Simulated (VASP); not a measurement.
Input of a VASP 6.6.1 run:

Contents of INCAR:

```
  ALGO = Normal
  EDIFF = 1E-6
  ENCUT = 520
  GGA = CA
  ISIF = 2
  ISMEAR = 0
  LASPH = True
  LCHARG = False
  LREAL = False
  LWAVE = False
  NBANDS = 12
  NELM = 60
  PREC = Accurate
  SIGMA = 0.02
```

Contents of KPOINTS:

```
k-points
0
Gamma
  14 14 14
```

POSCAR

```
As
1.0
    1.8807968987      1.0858785957      3.5140619945
   -1.8807968987      1.0858785957      3.5140619945
    0.0000000000     -2.1717571915      3.5140619945
As
2
Direct
    0.2354856987      0.2354856987      0.2354856987
    0.7740000000      0.7740000000      0.7740000000
```

Potentials or basis: VASP PAW LDA potentials, release 64 (As).

Launch:

```sh
$ cat potpaw_LDA.64/As/POTCAR > POTCAR
$ mpirun -np 1 vasp_std > vasp.out
```

**Question.** What does it give for the largest force?

**Answer.** 0.458 eV/Å.

**Question.** Predict the band gap on the k mesh.

**Answer.** Zero (band 5 reaches 5.62 eV, above the bottom of band 6 at 5.10 eV).

**Question.** Estimate the pressure.

**Answer.** -3.3 GPa.

Stress tensor (GPa, compression positive):
```
-2.45  0.00  0.00
 0.00 -2.45  0.00
 0.00  0.00 -4.95
```
